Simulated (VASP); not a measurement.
Write the native input for VASP 6.6.1 that does the following.

```
Task                   : single point
Functional             : r2SCAN
Potentials or basis    : VASP PAW PBE potentials, release 64 (Ge_d)
Cutoff                 : 520 eV
k mesh                 : 8 × 8 × 8
Occupations            : fermi-dirac, width 0.02 eV
Spin                   : no spin polarisation
Dipole correction      : no
Further INCAR settings : ALGO = Normal; EDIFF = 1e-07; NBANDS = 21
```

Crystal: Ge.

```
Ge
1.0
     0.00000    2.86524    2.81705
     2.86524    0.00000    2.81705
     2.86524    2.86524    0.00000
Ge
2
Direct
  0.00000 0.00000 0.00000
  0.25000 0.25000 0.25000
```

This cell differs from its parent crystal: epitaxial xy strain +1.0%.

These files were run (other wordings do the same):

POSCAR

```
Ge
1.0
    0.0000000000      2.8652422469      2.8170545337
    2.8652422469      0.0000000000      2.8170545337
    2.8652422469      2.8652422469      0.0000000000
Ge
2
Direct
    0.0000000000      0.0000000000      0.0000000000
    0.2500000000      0.2500000000      0.2500000000
```

INCAR.step1

```
  PREC = Accurate
  ENCUT = 520
  ISMEAR = -1
  SIGMA = 0.02
  LREAL = False
  LASPH = True
  NELM = 100
  NBANDS = 21
  GGA = PE
  ALGO = Normal
  EDIFF = 1E-4
  LWAVE = True
  LCHARG = False
```

INCAR.step2

```
  PREC = Accurate
  ENCUT = 520
  EDIFF = 1E-7
  ISMEAR = -1
  SIGMA = 0.02
  LREAL = False
  LASPH = True
  NELM = 100
  ALGO = Normal
  ISIF = 2
  LWAVE = False
  LCHARG = False
  METAGGA = R2SCAN
  LMIXTAU = True
  NBANDS = 21
  ISTART = 1
```

KPOINTS

```
regular mesh
0
Gamma
  8 8 8
```

Potentials or basis: VASP PAW PBE potentials, release 64 (Ge_d).

The run is started by

```console
$ cat potpaw_PBE.64/Ge_d/POTCAR > POTCAR
$ cp INCAR.step1 INCAR
$ mpirun -np 1 vasp_std > vasp.out
$ cp INCAR.step2 INCAR
$ mpirun -np 1 vasp_std > vasp.out
```

Results of the run:

```yaml
Pressure: -0.9 GPa
Band_gap_on_the_k_mesh: 0.11 eV, direct
```

Caveat: the cell differs from its parent crystal (epitaxial xy strain +1.0%); the PAW data sets were made with another functional, which shifts forces and pressure a little.

Wall time 3.8 min on 1 thread of Intel(R) Xeon(R) Platinum 8375C CPU @ 2.90GHz (Ice Lake), on a shared host, peak memory 0.19 GiB.
